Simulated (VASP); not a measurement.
# O2 in VASP: relaxation of the atoms with PBE

Aim: the relaxation of the atoms of O2 with PBE.

All numbers are computed with VASP 6.6.1; they aren't measurements. Logs are shortened: lines on timing, memory, paths and dates and some standing lists are left out, and cuts for length are marked.

### 1 The cell of the first run

The cell holds a molecule in a box, 2 atoms: a = 9.000 Å, b = 9.500 Å, c = 10.000 Å, α = 90.00°, β = 90.00°, γ = 90.00°.

### 2 Relaxation of the atoms, PBE, collinear spin, ferromagnetic start

File INCAR:

```
SYSTEM = O
PREC     = Accurate       ! precision mode
ENCUT    = 520            ! plane-wave cutoff, eV
EDIFF    = 1E-7           ! SCF threshold, eV
ISMEAR   = -1             ! smearing method
SIGMA    = 0.05           ! smearing width, eV
LREAL    = .False.        ! projectors in reciprocal space
LASPH    = .True.         ! aspherical terms in the spheres
NELM     = 150            ! most SCF steps
ALGO     = Normal         ! electronic algorithm
ISIF     = 2              ! what is computed and relaxed
LWAVE    = .False.        ! write WAVECAR
LCHARG   = .False.        ! write CHGCAR
ISPIN    = 2              ! spin polarisation
MAGMOM   = 1 1            ! initial moments
LORBIT   = 11             ! projections on sites
GGA      = PE             ! functional
IBRION   = 2              ! ionic algorithm
NSW      = 60             ! ionic steps
EDIFFG   = -0.01          ! ionic threshold
```

File KPOINTS:

```
Automatic mesh
0
Gamma
  1 1 1
  0 0 0
```

File POSCAR:

```
O
1.0
    9.0000000000      0.0000000000      0.0000000000
    0.0000000000      9.5000000000      0.0000000000
    0.0000000000      0.0000000000     10.0000000000
O
2
Direct
    0.5000000000      0.5000000000      0.4385000000
    0.5000000000      0.5000000000      0.5615000000
```

Potentials or basis: VASP PAW PBE potentials, release 64 (O).

The run is started by

```bash
> cat potpaw_PBE.64/O/POTCAR > POTCAR
> mpirun -np 1 vasp_gam > vasp.out
```

OUTCAR:

```text
SYSTEM = O
   PREC = Accurate
   ENCUT = 520
   EDIFF = 1E-7
   ISMEAR = -1
   LREAL = .False.
   LASPH = .True.
   NELM = 150
   ISIF = 2
   ISPIN = 2
   LORBIT = 11
   GGA = PE
   IBRION = 2
   NSW = 60
   EDIFFG = -0.01

 ion  position               nearest neighbor table
   1  0.500  0.500  0.438-   2 1.23
   2  0.500  0.500  0.562-   1 1.23

  LATTYP: Found a simple orthorhombic cell.
 ALAT       =     9.0000000000
 B/A-ratio  =     1.0555555556
 C/A-ratio  =     1.1111111111

  Lattice vectors:

 A1 = (   9.0000000000,   0.0000000000,   0.0000000000)
 A2 = (   0.0000000000,   9.5000000000,   0.0000000000)
 A3 = (   0.0000000000,   0.0000000000,  10.0000000000)

Analysis of symmetry for initial positions (statically):
=====================================================================
 Subroutine PRICEL returns:
 Original cell was already a primitive cell.

 Routine SETGRP: Setting up the symmetry group for a
 simple orthorhombic supercell.

 Subroutine GETGRP returns: Found  8 space group operations
 (whereof  8 operations were pure point group operations)
 out of a pool of  8 trial point group operations.

The static configuration has the point symmetry D_2h.

Analysis of symmetry for dynamics (positions and initial velocities):
=====================================================================
 Subroutine PRICEL returns:
 Original cell was already a primitive cell.

 Routine SETGRP: Setting up the symmetry group for a
 simple orthorhombic supercell.

 Subroutine GETGRP returns: Found  8 space group operations
 (whereof  8 operations were pure point group operations)
 out of a pool of  8 trial point group operations.

The dynamic configuration has the point symmetry D_2h.

Analysis of structural, dynamic, and magnetic symmetry:
=====================================================================
 Subroutine PRICEL returns:
 Original cell was already a primitive cell.

 Routine SETGRP: Setting up the symmetry group for a
 simple orthorhombic supercell.

 Subroutine GETGRP returns: Found  8 space group operations
 (whereof  8 operations were pure point group operations)
 out of a pool of  8 trial point group operations.

The overall configuration has the point symmetry D_2h.

 Subroutine INISYM returns: Found  8 space group operations
 (whereof  8 operations are pure point group operations),
 and found     1 'primitive' translations

----------------------------------------------------------------------------------------

                                     Primitive cell

  volume of cell :     855.0000

  direct lattice vectors                    reciprocal lattice vectors
     9.000000000  0.000000000  0.000000000     0.111111111  0.000000000  0.000000000
     0.000000000  9.500000000  0.000000000     0.000000000  0.105263158  0.000000000
     0.000000000  0.000000000 10.000000000     0.000000000  0.000000000  0.100000000

  length of vectors
     9.000000000  9.500000000 10.000000000     0.111111111  0.105263158  0.100000000

  position of ions in fractional coordinates (direct lattice)
     0.500000000  0.500000000  0.438500000
     0.500000000  0.500000000  0.561500000

  ion indices of the primitive-cell ions
   primitive index   ion index
                 1           1
                 2           2

----------------------------------------------------------------------------------------

 KPOINTS: Automatic mesh

Automatic generation of k-mesh.
 Grid dimensions read from file:
 generate k-points for:    1    1    1

 Generating k-lattice:

  Cartesian coordinates                     Fractional coordinates (reciprocal lattice)
     0.111111111  0.000000000  0.000000000     1.000000000  0.000000000  0.000000000
     0.000000000  0.105263158  0.000000000     0.000000000  1.000000000  0.000000000
     0.000000000  0.000000000  0.100000000     0.000000000  0.000000000  1.000000000

  Length of vectors
     0.111111111  0.105263158  0.100000000

  Shift w.r.t. Gamma in fractional coordinates (k-lattice)
     0.000000000  0.000000000  0.000000000

 Subroutine IBZKPT returns following result:
 ===========================================

 Found      1 irreducible k-points:

 Following reciprocal coordinates:
            Coordinates               Weight
  0.000000  0.000000  0.000000      1.000000
   k-points           NKPTS =      1   k-points in BZ     NKDIM =      1   number of bands    NBANDS=     11
   number of dos      NEDOS =    301   number of ions     NIONS =      2
   total plane-waves  NPLWV = 403200
   dimension x,y,z NGX =    70 NGY =   72 NGZ =   80
   dimension x,y,z NGXF=   140 NGYF=  144 NGZF=  160
   ions per type =               2
   NGX,Y,Z   is equivalent  to a cutoff of  12.93, 12.60, 13.30 a.u.
   NGXF,Y,Z  is equivalent  to a cutoff of  25.86, 25.20, 26.60 a.u.
 SYSTEM =  O
   PREC   = accura    normal or accurate (medium, high low for compatibility)
   ISTART =      0    job   : 0-new  1-cont  2-samecut
   ICHARG =      2    charge: 1-file 2-atom 10-const
   ISPIN  =      2    spin polarized calculation?
   LNONCOLLINEAR =      F non collinear calculations
   LSORBIT =      F    spin-orbit coupling
   LASPH  =      T    aspherical Exc in radial PAW
   ENCUT  =  520.0 eV  38.22 Ry    6.18 a.u.  16.73 17.66 18.59*2*pi/ulx,y,z
   NELM   =    150;   NELMIN=  2; NELMDL= -5     # of ELM steps
   EDIFF  = 0.1E-06   stopping-criterion for ELM
   LREAL  =      F    real-space projection
   EDIFFG = -.1E-01   stopping-criterion for IOM
   NSW    =     60    number of steps for IOM
   IBRION =      2    ionic relax: 0-MD 1-quasi-New 2-CG
   NFREE  =      1    steps in history (QN), initial steepest desc. (CG)
   ISIF   =      2    stress and relaxation
   ISYM   =      2    0-nonsym 1-usesym 2-fastsym
   POTIM  = 0.5000    time-step for ionic-motion
   TEBEG  =    0.0;   TEEND  =   0.0 temperature during run
   PSTRESS=    0.0 pullay stress
   NELECT =      12.0000    total number of electrons
   NUPDOWN=      -1.0000    fix difference up-down
   EMIN   =  10.00;   EMAX   =-10.00  energy-range for DOS
   EFERMI =   0.00;   METHOD = LEGACY
   ISMEAR =    -1;   SIGMA  =   0.05  broadening in eV -4-tet -1-fermi 0-gaus
   EFERMI_NEDOS =   21; number of points for ismear=-14 and -15
   IALGO  =     38    algorithm
   IMIX   =      4    mixing-type and parameters
     AMIX     =   0.40;   BMIX     =  1.00
     AMIX_MAG =   1.60;   BMIX_MAG =  1.00
  volume/ion in A,a.u.               =     427.50      2884.91
  Fermi-wavevector in a.u.,A,eV,Ry     =   0.394893  0.746240  2.121703  0.155941
  Thomas-Fermi vector in A             =   1.339966
   LORBIT       =     11    0 simple, 1 ext, 2 COOP (PROOUT), +10 PAW based schemes
   GGA     = PE    functional components
   LHFCALC =     F    Hartree Fock is set to
   AEXX    =    0.0000 exact exchange contribution
   IVDW    =     0    specifies the selected vdW correction
   LEPSILON=     F    determine dielectric tensor
   LRPA    =     F    only Hartree local field effects (RPA)
 conjugate gradient relaxation of ions
 spin polarized calculation
  energy-cutoff  :      520.00
  volume of cell :      855.00
 maximum number of plane-waves:     11510
 NGX is ok and might be reduce to    70
   NGX = 33   NGY = 35   NGZ = 37

--------------------------------------- Ionic step        1  -------------------------------------------

 number of electron      12.0000001 magnetization       2.0000001

 Free energy of the ion-electron system (eV)
  ---------------------------------------------------
  ext. energy  EPLUGINS =         0.00000000
  ---------------------------------------------------
  free energy    TOTEN  =        -9.88409833 eV

  energy without entropy =       -9.88409833  energy(sigma->0) =       -9.88409833

------------------------ aborting loop because EDIFF is reached ----------------------------------------

  FORCE on cell =-STRESS in cart. coord.  units (eV):
  Direction    XX          YY          ZZ          XY          YZ          ZX
  --------------------------------------------------------------------------------------
  -------------------------------------------------------------------------------------
  Total       -0.0665992     -0.0664424      0.2118712      0.0000000      0.0000000      0.0000000
  in kB       -0.1247996     -0.1245058      0.3970237      0.0000000      0.0000000      0.0000000
  external PRESSURE =       0.0492394 kB  Pullay stress =       0.0000000 kB

 VOLUME and BASIS-vectors are now :
 -----------------------------------------------------------------------------
  energy-cutoff  :      520.00
  volume of cell :      855.00
      direct lattice vectors                 reciprocal lattice vectors
     9.000000000  0.000000000  0.000000000     0.111111111  0.000000000  0.000000000
     0.000000000  9.500000000  0.000000000     0.000000000  0.105263158  0.000000000
     0.000000000  0.000000000 10.000000000     0.000000000  0.000000000  0.100000000
[... 37 lines left out ...]
 POSITION                                       TOTAL-FORCE (eV/Angst)
 -----------------------------------------------------------------------------------
      4.50000      4.75000      4.37380         0.000000      0.000000      1.291061
      4.50000      4.75000      5.62620         0.000000      0.000000     -1.291061
 -----------------------------------------------------------------------------------
    total drift:                                0.000000      0.000000      0.000000

  FREE ENERGIE OF THE ION-ELECTRON SYSTEM (eV)
  ---------------------------------------------------
  free  energy   TOTEN  =        -9.8717627364 eV

  energy  without entropy=       -9.8717627359  energy(sigma->0) =       -9.87176274

--------------------------------------- Ionic step        3  -------------------------------------------

 number of electron      12.0000001 magnetization       2.0000001

 Free energy of the ion-electron system (eV)
  ---------------------------------------------------
  ext. energy  EPLUGINS =         0.00000000
  ---------------------------------------------------
  free energy    TOTEN  =        -9.88446705 eV

  energy without entropy =       -9.88446705  energy(sigma->0) =       -9.88446705

 E-fermi :  -5.7116     XC(G=0):  -0.6473

 val. band max:       -6.8660612861   @ k =   0.0000   0.0000   0.0000
 cond. band min:      -4.5615599599   @ k =   0.0000   0.0000   0.0000
 fundamental gap:      2.3045013262
 Fermi energy:        -5.7116347622

 spin component 1

 k-point     1 :       0.0000    0.0000    0.0000
  band No.  band energies     occupation
      1     -32.3979      1.00000
      2     -20.5385      1.00000
      3     -13.2810      1.00000
      4     -13.1798      1.00000
      5     -13.1798      1.00000
      6      -6.8661      1.00000
      7      -6.8661      1.00000
      8      -0.3213      0.00000
      9       0.8082      0.00000
     10       1.2382      0.00000
     11       1.2477      0.00000
 Fermi energy:        -5.7116347622

 spin component 2

 k-point     1 :       0.0000    0.0000    0.0000
  band No.  band energies     occupation
      1     -31.1832      1.00000
      2     -18.7417      1.00000
      3     -12.3861      1.00000
      4     -11.3155      1.00000
      5     -11.3155      1.00000
      6      -4.5616      0.00000
      7      -4.5615      0.00000
      8      -0.2052      0.00000
      9       1.0774      0.00000
     10       1.3078      0.00000
     11       1.3765      0.00000

------------------------ aborting loop because EDIFF is reached ----------------------------------------

  FORCE on cell =-STRESS in cart. coord.  units (eV):
  Direction    XX          YY          ZZ          XY          YZ          ZX
  --------------------------------------------------------------------------------------
  -------------------------------------------------------------------------------------
  Total       -0.0662697     -0.0661135     -0.0735445      0.0000000      0.0000000      0.0000000
  in kB       -0.1241822     -0.1238896     -0.1378144      0.0000000      0.0000000      0.0000000
  external PRESSURE =      -0.1286287 kB  Pullay stress =       0.0000000 kB
[... 10 lines left out ...]
 POSITION                                       TOTAL-FORCE (eV/Angst)
 -----------------------------------------------------------------------------------
      4.50000      4.75000      4.38341         0.000000      0.000000      0.000465
      4.50000      4.75000      5.61659         0.000000      0.000000     -0.000465
 -----------------------------------------------------------------------------------
    total drift:                                0.000000      0.000000      0.000000

  FREE ENERGIE OF THE ION-ELECTRON SYSTEM (eV)
  ---------------------------------------------------
  free  energy   TOTEN  =        -9.8844670547 eV

  energy  without entropy=       -9.8844670542  energy(sigma->0) =       -9.88446705

 reached required accuracy - stopping structural energy minimisation

 total charge

# of ion       s       p       d       tot
------------------------------------------
    1        1.611   3.276   0.000   4.887
    2        1.611   3.276   0.000   4.887
--------------------------------------------------
tot          3.223   6.552   0.000   9.774

 magnetization (x)

# of ion       s       p       d       tot
------------------------------------------
    1        0.010   0.801   0.000   0.811
    2        0.010   0.801   0.000   0.811
--------------------------------------------------
tot          0.020   1.602   0.000   1.622
```

Wall time 8.1 min (1 thread of AMD EPYC 7R43 (Zen 3), shared host); peak memory 0.98 GiB.

Results:

```yaml
Free_energy: -9.8845 eV
Energy_gained_by_relaxing: 0.2 meV/atom
Ionic_steps: 3
Gap_between_the_frontier_levels: 2.30 eV
Net_moment: 2.00 μB per cell
Site_moments: O +0.81 μB
Valence_electrons_inside_the_program's_atomic_spheres: O 4.89
```

Step by step:
```csv
step,energy change (eV),largest force (eV/Å),pressure (GPa)
1,0.0000,0.2322,0.00
2,0.0123,1.2911,-0.11
3,-0.0004,0.0005,-0.01
```

Final structure:
```xyz
2
Lattice="9.0000 0.0000 0.0000 0.0000 9.5000 0.0000 0.0000 0.0000 10.0000" Properties=species:S:1:pos:R:3 pbc="T T T"
O     4.5000    4.7500    4.3834
O     4.5000    4.7500    5.6166
```

Levels at points of the mesh, in eV from the valence-band top:
Spin up:
```csv
k point,band 4,band 5,band 6,band 7,band 8,band 9,band 10,band 11
"(0.00, 0.00, 0.00)",-6.31,-6.31,0.00,0.00,6.54,7.67,8.10,8.11
```
Spin down:
```csv
k point,band 3,band 4,band 5,band 6,band 7,band 8
"(0.00, 0.00, 0.00)",-5.52,-4.45,-4.45,2.30,2.30,6.66
```

Caveat: the standard files for N, O and F lose accuracy on very short bonds.
